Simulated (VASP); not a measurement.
# Bi in VASP: settings compared

Bi is run at these levels: PBE, r2SCAN; tasks: single point.

Program: VASP 6.6.1. These are calculated values, not measurements. Logs are shortened: lines on timing, memory, paths and dates and some standing lists are left out, and cuts for length are marked.

## Step 1: The cell of the first run

The cell holds a slab with vacuum, 2 atoms: a = 4.315 Å, b = 4.315 Å, c = 27.053 Å, α = 90.00°, β = 90.00°, γ = 120.00°.

## Step 2: Single point, PBE

INCAR

```
  ALGO = Normal
  DIPOL = 0.5 0.5 0.344
  EDIFF = 1E-6
  ENCUT = 400
  GGA = PE
  GGA_COMPAT = F
  IDIPOL = 3
  ISIF = 2
  ISMEAR = 0
  LASPH = T
  LCHARG = F
  LDIPOL = T
  LREAL = F
  LWAVE = F
  NBANDS = 22
  NELM = 120
  NELMDL = -8
  PREC = Accurate
  SIGMA = 0.01
```

KPOINTS

```
k-points
0
Gamma
  12 12 1
```

POSCAR

```
Bi
1.0
    4.3148964073      0.0000000000      0.0000000000
   -2.1574482036      3.7368099034      0.0000000000
    0.0000000000      0.0000000000     27.0530695984
Bi
2
Direct
    0.3333333333      0.6666666667      0.3127438431
    0.6666666667      0.3333333333      0.3757745053
```

Potentials or basis: VASP PAW PBE potentials, release 64 (Bi_d).

Run with:

```console
$ cat potpaw_PBE.64/Bi_d/POTCAR > POTCAR
$ mpirun -np 1 vasp_std > vasp.out
```

OUTCAR:

```text
EDIFF = 1E-6
   ENCUT = 400
   GGA = PE
   ISIF = 2
   ISMEAR = 0
   LASPH = T
   LREAL = F
   NELM = 120
   NELMDL = -8
   PREC = Accurate

 ion  position               nearest neighbor table
   1  0.333  0.667  0.313-   2 3.02   2 3.02   2 3.02
   2  0.667  0.333  0.376-   1 3.02   1 3.02   1 3.02

  LATTYP: Found a hexagonal cell.
 ALAT       =     4.3148964073
 C/A-ratio  =     6.2696915626

  Lattice vectors:

 A1 = (   4.3148964073,   0.0000000000,   0.0000000000)
 A2 = (  -2.1574482036,   3.7368099034,   0.0000000000)
 A3 = (   0.0000000000,   0.0000000000,  27.0530695984)

Analysis of symmetry for initial positions (statically):
=====================================================================
 Subroutine PRICEL returns:
 Original cell was already a primitive cell.

 Routine SETGRP: Setting up the symmetry group for a
 hexagonal supercell.

 Subroutine GETGRP returns: Found 12 space group operations
 (whereof  6 operations were pure point group operations)
 out of a pool of 24 trial point group operations.

The static configuration has the point symmetry C_3v.
 The point group associated with its full space group is D_3d.

Analysis of symmetry for dynamics (positions and initial velocities):
=====================================================================
 Subroutine PRICEL returns:
 Original cell was already a primitive cell.

 Routine SETGRP: Setting up the symmetry group for a
 hexagonal supercell.

 Subroutine GETGRP returns: Found 12 space group operations
 (whereof  6 operations were pure point group operations)
 out of a pool of 24 trial point group operations.

The dynamic configuration has the point symmetry C_3v.
 The point group associated with its full space group is D_3d.

 Subroutine INISYM returns: Found 12 space group operations
 (whereof  6 operations are pure point group operations),
 and found     1 'primitive' translations

----------------------------------------------------------------------------------------

                                     Primitive cell

  volume of cell :     436.2023

  direct lattice vectors                    reciprocal lattice vectors
     4.314896407  0.000000000  0.000000000     0.231755274  0.133803970  0.000000000
    -2.157448204  3.736809903  0.000000000     0.000000000  0.267607940  0.000000000
     0.000000000  0.000000000 27.053069598     0.000000000  0.000000000  0.036964382

  length of vectors
     4.314896407  4.314896407 27.053069598     0.267607940  0.267607940  0.036964382

  position of ions in fractional coordinates (direct lattice)
     0.333333333  0.666666667  0.312743843
     0.666666667  0.333333333  0.375774505

  ion indices of the primitive-cell ions
   primitive index   ion index
                 1           1
                 2           2

----------------------------------------------------------------------------------------

 KPOINTS: k-points

Automatic generation of k-mesh.
 Grid dimensions read from file:
 generate k-points for:   12   12    1

 Generating k-lattice:

  Cartesian coordinates                     Fractional coordinates (reciprocal lattice)
     0.019312940  0.011150331  0.000000000     0.083333333  0.000000000  0.000000000
     0.000000000  0.022300662  0.000000000     0.000000000  0.083333333  0.000000000
     0.000000000  0.000000000  0.036964382     0.000000000  0.000000000  1.000000000

  Length of vectors
     0.022300662  0.022300662  0.036964382

  Shift w.r.t. Gamma in fractional coordinates (k-lattice)
     0.000000000  0.000000000  0.000000000

 Subroutine IBZKPT returns following result:
 ===========================================

 Found     19 irreducible k-points:

 Following reciprocal coordinates:
            Coordinates               Weight
  0.000000  0.000000  0.000000      1.000000
  0.083333  0.000000  0.000000      6.000000
  0.166667 -0.000000  0.000000      6.000000
  0.250000  0.000000  0.000000      6.000000
  0.333333  0.000000  0.000000      6.000000
  0.416667 -0.000000  0.000000      6.000000
[... 11 lines left out ...]
  0.333333  0.250000  0.000000     12.000000
  0.333333  0.333333  0.000000      2.000000
   k-points           NKPTS =     19   k-points in BZ     NKDIM =     19   number of bands    NBANDS=     22
   number of dos      NEDOS =    301   number of ions     NIONS =      2
   total plane-waves  NPLWV = 141120
   dimension x,y,z NGX =    28 NGY =   28 NGZ =  180
   dimension x,y,z NGXF=    56 NGYF=   56 NGZF=  360
   ions per type =               2
   NGX,Y,Z   is equivalent  to a cutoff of  10.79, 10.79, 11.06 a.u.
   NGXF,Y,Z  is equivalent  to a cutoff of  21.58, 21.58, 22.12 a.u.
 SYSTEM =  unknown system
   PREC   = accura    normal or accurate (medium, high low for compatibility)
   ISTART =      0    job   : 0-new  1-cont  2-samecut
   ICHARG =      2    charge: 1-file 2-atom 10-const
   ISPIN  =      1    spin polarized calculation?
   LNONCOLLINEAR =      F non collinear calculations
   LSORBIT =      F    spin-orbit coupling
   LASPH  =      T    aspherical Exc in radial PAW
   ENCUT  =  400.0 eV  29.40 Ry    5.42 a.u.   7.04  7.04 44.12*2*pi/ulx,y,z
   NELM   =    120;   NELMIN=  2; NELMDL= -8     # of ELM steps
   EDIFF  = 0.1E-05   stopping-criterion for ELM
   LREAL  =      F    real-space projection
   EDIFFG = 0.1E-04   stopping-criterion for IOM
   NSW    =      0    number of steps for IOM
   IBRION =     -1    ionic relax: 0-MD 1-quasi-New 2-CG
   NFREE  =      0    steps in history (QN), initial steepest desc. (CG)
   ISIF   =      2    stress and relaxation
   ISYM   =      2    0-nonsym 1-usesym 2-fastsym
   POTIM  = 0.5000    time-step for ionic-motion
   TEBEG  =    0.0;   TEEND  =   0.0 temperature during run
   PSTRESS=    0.0 pullay stress
   NELECT =      30.0000    total number of electrons
   NUPDOWN=      -1.0000    fix difference up-down
   EMIN   =  10.00;   EMAX   =-10.00  energy-range for DOS
   EFERMI =   0.00;   METHOD = LEGACY
   ISMEAR =     0;   SIGMA  =   0.01  broadening in eV -4-tet -1-fermi 0-gaus
   EFERMI_NEDOS =   21; number of points for ismear=-14 and -15
   IALGO  =     38    algorithm
   IMIX   =      4    mixing-type and parameters
     AMIX     =   0.40;   BMIX     =  1.00
     AMIX_MAG =   1.60;   BMIX_MAG =  1.00
  volume/ion in A,a.u.               =     218.10      1471.82
  Fermi-wavevector in a.u.,A,eV,Ry     =   0.670738  1.267510  6.121109  0.449889
  Thomas-Fermi vector in A             =   1.746346
   LORBIT       =      0    0 simple, 1 ext, 2 COOP (PROOUT), +10 PAW based schemes
   GGA     = PE    functional components
   LHFCALC =     F    Hartree Fock is set to
   AEXX    =    0.0000 exact exchange contribution
   IVDW    =     0    specifies the selected vdW correction
   LEPSILON=     F    determine dielectric tensor
   LRPA    =     F    only Hartree local field effects (RPA)
 non-spin polarized calculation
 Gauss-broadening in eV      SIGMA  =   0.01
  energy-cutoff  :      400.00
  volume of cell :      436.20
 maximum number of plane-waves:      7959
   NGX = 15   NGY = 15   NGZ = 89

 dipolmoment           0.000000      0.000000     -0.000109 electrons x Angstroem

 number of electron      29.9999986 magnetization

 dipolmoment           0.000000      0.000000      0.000002 electrons x Angstroem

 Free energy of the ion-electron system (eV)
  ---------------------------------------------------
  ext. energy  EPLUGINS =         0.00000000
  ---------------------------------------------------
  free energy    TOTEN  =        -7.54927342 eV

  energy without entropy =       -7.54927342  energy(sigma->0) =       -7.54927342

 E-fermi :  -2.4370     XC(G=0):  -2.0488

 val. band max:       -2.5287424197   @ k =   0.0000   0.0000   0.0000
 cond. band min:      -1.9482800232   @ k =   0.0000   0.0000   0.0000
 fundamental gap:      0.5804623965
 Fermi energy:        -2.4370407391

 k-point     1 :       0.0000    0.0000    0.0000
  band No.  band energies     occupation
      1     -25.1354      2.00000
      2     -25.1354      2.00000
      3     -24.9998      2.00000
      4     -24.9998      2.00000
      5     -24.9719      2.00000
      6     -24.8113      2.00000
[... 14 lines left out ...]
     21       1.8165      0.00000
     22       2.1967      0.00000

 k-point     2 :       0.0833    0.0000    0.0000
  band No.  band energies     occupation
      1     -25.1344      2.00000
      2     -25.1295      2.00000
      3     -24.9994      2.00000
      4     -24.9959      2.00000
      5     -24.9696      2.00000
      6     -24.8139      2.00000
[... 14 lines left out ...]
     21       1.9100      0.00000
     22       2.2735      0.00000

 k-point     3 :       0.1667   -0.0000    0.0000
  band No.  band energies     occupation
      1     -25.1317      2.00000
      2     -25.1121      2.00000
      3     -24.9994      2.00000
      4     -24.9845      2.00000
      5     -24.9615      2.00000
      6     -24.8215      2.00000
[... 14 lines left out ...]
     21       2.1441      0.00000
     22       2.4910      0.00000

 k-point     4 :       0.2500    0.0000    0.0000
  band No.  band energies     occupation
      1     -25.1279      2.00000
      2     -25.0846      2.00000
      3     -25.0008      2.00000
      4     -24.9670      2.00000
      5     -24.9468      2.00000
      6     -24.8341      2.00000
[... 14 lines left out ...]
     21       2.5045      0.00000
     22       2.8122      0.00000

 k-point     5 :       0.3333    0.0000    0.0000
  band No.  band energies     occupation
      1     -25.1241      2.00000
      2     -25.0502      2.00000
      3     -25.0021      2.00000
      4     -24.9450      2.00000
      5     -24.9270      2.00000
      6     -24.8511      2.00000
[... 292 lines left out ...]
 k-point    17 :       0.2500    0.2500    0.0000
  band No.  band energies     occupation
      1     -25.1204      2.00000
      2     -24.9990      2.00000
      3     -24.9755      2.00000
      4     -24.9613      2.00000
      5     -24.8941      2.00000
      6     -24.8814      2.00000
[... 14 lines left out ...]
     21       3.7164      0.00000
     22       3.9561      0.00000

 k-point    18 :       0.3333    0.2500    0.0000
  band No.  band energies     occupation
      1     -25.1190      2.00000
      2     -24.9746      2.00000
      3     -24.9610      2.00000
      4     -24.9446      2.00000
      5     -24.9202      2.00000
      6     -24.8941      2.00000
[... 14 lines left out ...]
     21       3.9080      0.00000
     22       4.3133      0.00000

 k-point    19 :       0.3333    0.3333    0.0000
  band No.  band energies     occupation
      1     -25.1184      2.00000
      2     -24.9546      2.00000
      3     -24.9443      2.00000
      4     -24.9443      2.00000
      5     -24.9271      2.00000
      6     -24.9271      2.00000
[... 14 lines left out ...]
     21       4.0929      0.00000
     22       4.6818      0.00000

------------------------ aborting loop because EDIFF is reached ----------------------------------------

 vacuum level on the upper side and lower side of the slab       (xc-potential included)        -0.007        -0.007

  FORCE on cell =-STRESS in cart. coord.  units (eV):
  Direction    XX          YY          ZZ          XY          YZ          ZX
  --------------------------------------------------------------------------------------
  -------------------------------------------------------------------------------------
  Total        0.3449530      0.3449530      0.3928626      0.0000000      0.0000000      0.0000000
  in kB        1.2670173      1.2670173      1.4429901      0.0000000      0.0000000      0.0000000
  external PRESSURE =       1.3256749 kB  Pullay stress =       0.0000000 kB

 VOLUME and BASIS-vectors are now :
 -----------------------------------------------------------------------------
  energy-cutoff  :      400.00
  volume of cell :      436.20
      direct lattice vectors                 reciprocal lattice vectors
     4.314896407  0.000000000  0.000000000     0.231755274  0.133803970  0.000000000
    -2.157448204  3.736809903  0.000000000     0.000000000  0.267607940  0.000000000
     0.000000000  0.000000000 27.053069598     0.000000000  0.000000000  0.036964382

 POSITION                                       TOTAL-FORCE (eV/Angst)
 -----------------------------------------------------------------------------------
     -0.00000      2.49121      8.46068        -0.000000      0.000000     -0.259454
      2.15745      1.24560     10.16585         0.000000     -0.000000      0.259454
 -----------------------------------------------------------------------------------
    total drift:                               -0.000000      0.000000     -0.000035

  FREE ENERGIE OF THE ION-ELECTRON SYSTEM (eV)
  ---------------------------------------------------
  free  energy   TOTEN  =        -7.5492734232 eV

  energy  without entropy=       -7.5492734232  energy(sigma->0) =       -7.54927342

 vacuum level on the upper side and lower side of the slab         1.670         1.670
```

It took 93 s on 1 thread of Intel Xeon 6975P-C (Granite Rapids), shared host; peak memory 0.4 GiB.

What came out:

```
Free energy            : -7.5493 eV
Largest force          : 0.259 eV/Å
Band gap on the k mesh : 0.58 eV, direct
```

Forces in eV/Å, atoms in the order of the input:
```
Bi   0.000  0.000 -0.259
Bi   0.000  0.000  0.259
```

Caveat: spin-orbit coupling is left out, which moves the levels of the heavy elements.

## Step 3: Single point, r2SCAN

POSCAR is that of step 2.

INCAR.step1

```
SYSTEM = Bi
ALGO = Normal
DIPOL = 0.5 0.5 0.344
EDIFF = 1E-5
ENCUT = 440
GGA = PE
GGA_COMPAT = .False.
IDIPOL = 3
ISMEAR = 0
LASPH = .True.
LCHARG = .False.
LDIPOL = .True.
LREAL = .False.
LWAVE = .True.
NBANDS = 22
NELM = 120
NELMDL = -8
PREC = Accurate
SIGMA = 0.01
```

INCAR.step2

```
SYSTEM = Bi
ALGO = Normal
DIPOL = 0.5 0.5 0.344
EDIFF = 1E-6
ENCUT = 440
GGA_COMPAT = .False.
IDIPOL = 3
ISIF = 2
ISMEAR = 0
ISTART = 1
LASPH = .True.
LCHARG = .False.
LDIPOL = .True.
LMIXTAU = .True.
LREAL = .False.
LWAVE = .False.
METAGGA = R2SCAN
NBANDS = 22
NELM = 120
PREC = Accurate
SIGMA = 0.01
```

KPOINTS

```
k-points
0
Gamma
  12 12 1
  0 0 0
```

Potentials or basis: VASP PAW PBE potentials, release 64 (Bi_d).

Run with:

```console
$ cat potpaw_PBE.64/Bi_d/POTCAR > POTCAR
$ cp INCAR.step1 INCAR
$ mpirun -np 1 vasp_std > vasp.out
$ cp INCAR.step2 INCAR
$ mpirun -np 1 vasp_std > vasp.out
```

OUTCAR:

```text
SYSTEM = Bi
   EDIFF = 1E-6
   ENCUT = 440
   ISIF = 2
   ISMEAR = 0
   ISTART = 1
   LASPH = .True.
   LREAL = .False.
   METAGGA = R2SCAN
   NELM = 120
   PREC = Accurate

 ion  position               nearest neighbor table
   1  0.333  0.667  0.313-   2 3.02   2 3.02   2 3.02
   2  0.667  0.333  0.376-   1 3.02   1 3.02   1 3.02

  LATTYP: Found a hexagonal cell.
 ALAT       =     4.3148964073
 C/A-ratio  =     6.2696915626

  Lattice vectors:

 A1 = (   4.3148964073,   0.0000000000,   0.0000000000)
 A2 = (  -2.1574482036,   3.7368099034,   0.0000000000)
 A3 = (   0.0000000000,   0.0000000000,  27.0530695984)

Analysis of symmetry for initial positions (statically):
=====================================================================
 Subroutine PRICEL returns:
 Original cell was already a primitive cell.

 Routine SETGRP: Setting up the symmetry group for a
 hexagonal supercell.

 Subroutine GETGRP returns: Found 12 space group operations
 (whereof  6 operations were pure point group operations)
 out of a pool of 24 trial point group operations.

[... 160 lines left out ...]

  energy without entropy =     -116.76716887  energy(sigma->0) =     -116.76716887

 E-fermi :  -2.6736     XC(G=0):  -2.0317

 val. band max:       -2.7247267393   @ k =   0.0000   0.0000   0.0000
 cond. band min:      -1.8612043267   @ k =   0.0000   0.0000   0.0000
 fundamental gap:      0.8635224126
 Fermi energy:        -2.6736010983

 k-point     1 :       0.0000    0.0000    0.0000
  band No.  band energies     occupation
      1     -25.9422      2.00000
      2     -25.9422      2.00000
      3     -25.7941      2.00000
      4     -25.7941      2.00000
      5     -25.7593      2.00000
      6     -25.5862      2.00000
[... 464 lines left out ...]
     21       4.5049      0.00000
     22       5.0723      0.00000

------------------------ aborting loop because EDIFF is reached ----------------------------------------

 vacuum level on the upper side and lower side of the slab       (xc-potential included)        -0.009        -0.009

  FORCE on cell =-STRESS in cart. coord.  units (eV):
  Direction    XX          YY          ZZ          XY          YZ          ZX
  --------------------------------------------------------------------------------------
  -------------------------------------------------------------------------------------
  Total       -0.0839303     -0.0839303      0.0491591     -0.0000000     -0.0000000      0.0000000
  in kB       -0.3082771     -0.3082771      0.1805620     -0.0000000     -0.0000000      0.0000000
  external PRESSURE =      -0.1453307 kB  Pullay stress =       0.0000000 kB

 VOLUME and BASIS-vectors are now :
 -----------------------------------------------------------------------------
  energy-cutoff  :      440.00
  volume of cell :      436.20
      direct lattice vectors                 reciprocal lattice vectors
     4.314896407  0.000000000  0.000000000     0.231755274  0.133803970  0.000000000
    -2.157448204  3.736809903  0.000000000     0.000000000  0.267607940  0.000000000
     0.000000000  0.000000000 27.053069598     0.000000000  0.000000000  0.036964382

 POSITION                                       TOTAL-FORCE (eV/Angst)
 -----------------------------------------------------------------------------------
     -0.00000      2.49121      8.46068        -0.000000      0.000000     -0.033062
      2.15745      1.24560     10.16585         0.000000     -0.000000      0.033062
 -----------------------------------------------------------------------------------
    total drift:                               -0.000000     -0.000000     -0.000217

  FREE ENERGIE OF THE ION-ELECTRON SYSTEM (eV)
  ---------------------------------------------------
  free  energy   TOTEN  =      -116.7671688668 eV

  energy  without entropy=     -116.7671688668  energy(sigma->0) =     -116.76716887

 vacuum level on the upper side and lower side of the slab         1.674         1.668
```

OUTCAR.step1:

```text
SYSTEM = Bi
   EDIFF = 1E-5
   ENCUT = 440
   GGA = PE
   ISMEAR = 0
   LASPH = .True.
   LREAL = .False.
   NELM = 120
[... 697 lines left out ...]
     -0.00000      2.49121      8.46068        -0.000000      0.000000     -0.260687
      2.15745      1.24560     10.16585         0.000000     -0.000000      0.260687
 -----------------------------------------------------------------------------------
    total drift:                               -0.000000     -0.000000     -0.000052

  FREE ENERGIE OF THE ION-ELECTRON SYSTEM (eV)
  ---------------------------------------------------
  free  energy   TOTEN  =        -7.5501958296 eV

  energy  without entropy=       -7.5501958296  energy(sigma->0) =       -7.55019583

 vacuum level on the upper side and lower side of the slab         1.670         1.670
```

OSZICAR.step1:

```text
N       E                     dE             d eps       ncg     rms          rms(c)
DAV:   1     0.198190399677E+03    0.19819E+03   -0.12831E+04  1188   0.883E+02
DAV:   2     0.745237534461E+01   -0.19074E+03   -0.18787E+03   968   0.270E+02
DAV:   3    -0.711632207390E+01   -0.14569E+02   -0.14521E+02  1026   0.923E+01
DAV:   4    -0.759392602735E+01   -0.47760E+00   -0.47751E+00  1094   0.176E+01
[... 11 lines left out ...]
DAV:  16    -0.755002954642E+01   -0.40764E-04   -0.42454E-06   790   0.152E-02    0.355E-03
DAV:  17    -0.755011372601E+01   -0.84180E-04   -0.31869E-06   738   0.726E-03    0.266E-03
DAV:  18    -0.755014482858E+01   -0.31103E-04   -0.27286E-06   768   0.805E-03    0.130E-03
DAV:  19    -0.755018875868E+01   -0.43930E-04   -0.23578E-06   732   0.415E-03    0.557E-04
DAV:  20    -0.755019582964E+01   -0.70710E-05   -0.29405E-07   734   0.218E-03
   1 F= -.75501958E+01 E0= -.75501958E+01  d E =-.108614E-65
```

It took 9.4 min on 1 thread of Intel Xeon 6975P-C (Granite Rapids), shared host; peak memory 0.5 GiB.

Results:

```
Free energy            : -116.7672 eV
Largest force          : 0.033 eV/Å
Band gap on the k mesh : 0.86 eV, direct
```

Forces on the atoms (eV/Å):
```
Bi   0.000  0.000 -0.033
Bi   0.000  0.000  0.033
```

Levels at points of the mesh, in eV from the valence-band top:
```csv
k point,band 11,band 12,band 13,band 14,band 15,band 16,band 17,band 18,band 19,band 20
"(0.00, 0.00, 0.00)",-12.91,-8.56,-0.74,0.00,0.00,0.86,2.81,2.81,4.35,4.35
"(0.50, 0.00, 0.00)",-11.26,-9.82,-3.19,-1.69,-1.52,1.65,2.53,3.56,5.40,6.59
```

Caveat: the PAW data sets were made with another functional, which shifts forces and pressure a little; spin-orbit coupling is left out, which moves the levels of the heavy elements.
